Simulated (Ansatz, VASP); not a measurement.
## AlN: VASP beside Ansatz

```
CELL_PARAMETERS angstrom
0.00000 2.01887 1.99202
2.01887 0.00000 1.99202
2.01887 2.01887 0.00000
ATOMIC_POSITIONS crystal
Al 0.00000 0.00000 0.00000
N 0.50000 0.50000 0.50000
```

Change from the starting cell: uniaxial_z strain -1.3%.

Alike in both runs: task single point; functional r2SCAN; k mesh 10 × 10 × 10; no spin polarisation.

```csv
,VASP,Ansatz
version,VASP 6.6.1,Ansatz 0.2.0
potentials or method,"VASP PAW PBE potentials, release 64 (Al, N)","plane waves, PAW"
plane-wave cutoff (eV),520,500
occupations,"gaussian, width 0.01 eV",fixed
valence electrons in the cell,8,8
```

```tsv
	VASP	Ansatz	Ansatz less VASP
gap on the k mesh at the Fermi level (eV)	5.55	5.54	-0.004
pressure (GPa)	3.1	3.9	+0.82
traceless stress, the component that is largest in VASP (GPa)	2.89	2.84	-0.053
```

VASP's potentials were made for PBE, not for r2SCAN.
